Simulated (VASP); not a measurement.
The system is TiAl.

```
CELL_PARAMETERS angstrom
3.17906 0.00000 0.00000
0.00000 3.17906 0.00000
0.00000 0.00000 3.17906
ATOMIC_POSITIONS crystal
Ti 0.00000 0.00000 0.00000
Al 0.50000 0.50000 0.50000
```

```yaml
Program: VASP 6.6.1
Task: relaxation of cell and atoms
Functional: PBEsol
Potentials_or_basis: VASP PAW PBE potentials, release 64 (Ti_sv, Al)
Cutoff: 600 eV
k_mesh: 14 × 14 × 14
Occupations: gaussian, width 0.1 eV
Spin: no spin polarisation
```

At the start: pressure -2.4 GPa; volume 16.06 Å³/atom.

Task: How do energy, volume and symmetry change on relaxing?

Result: Over 8 steps the energy falls by 2.6 meV/atom and the volume is 15.73 Å³/atom (-2.1 %); space group Pm-3m (No. 221, to 0.1 Å) before and after.

The path:
```tsv
step	energy change (eV)	largest force (eV/Å)	pressure (GPa)	volume (Å³)
1	0.0000	0.0000	-2.42	32.13
2	-0.0030	0.0000	1.61	31.01
3	-0.0052	0.0000	0.21	31.45
4	-0.0052	0.0000	-0.18	31.50
5	-0.0052	0.0000	-0.11	31.48
6	-0.0052	0.0000	-0.09	31.47
7	-0.0052	0.0000	-0.06	31.46
8	-0.0052	0.0000	-0.05	31.46
```

Final structure:
```
CELL_PARAMETERS angstrom
3.15689 0.00000 0.00000
0.00000 3.15689 0.00000
0.00000 0.00000 3.15689
ATOMIC_POSITIONS crystal
Ti 0.00000 0.00000 0.00000
Al 0.50000 0.50000 0.50000
```

Caveat: the PAW data sets were made with another functional, which shifts forces and pressure a little.
